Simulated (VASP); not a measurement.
Here is a VASP 6.6.1 calculation.

INCAR

```
ALGO = Normal
EDIFF = 1E-7
ENCUT = 520
GGA = PE
ISIF = 2
ISMEAR = 0
LASPH = T
LCHARG = T
LELF = T
LREAL = F
LVHAR = T
LWAVE = F
NBANDS = 15
NELM = 100
PREC = Accurate
SIGMA = 0.02
```

KPOINTS

```
k-points
0
Gamma
  6 6 6
```

File POSCAR:

```
KCl
1.0
    0.0000000000      3.2278381530      3.2278381530
    3.2278381530      0.0000000000      3.2278381530
    3.2278381530      3.2278381530      0.0000000000
K Cl
1 1
Direct
    0.0000000000      0.0000000000      0.0000000000
    0.5000000000      0.5000000000      0.5000000000
```

Potentials or basis: VASP PAW PBE potentials, release 64 (K_sv, Cl).

Launch:

```sh
$ cat potpaw_PBE.64/K_sv/POTCAR potpaw_PBE.64/Cl/POTCAR > POTCAR
$ mpirun -np 1 vasp_std > vasp.out
```

Q: What does it give for the band gap on the k mesh?

A: 4.93 eV, direct.

Q: Estimate the pressure.

A: -0.5 GPa.

Caveat: the cell differs from its parent crystal (strained).
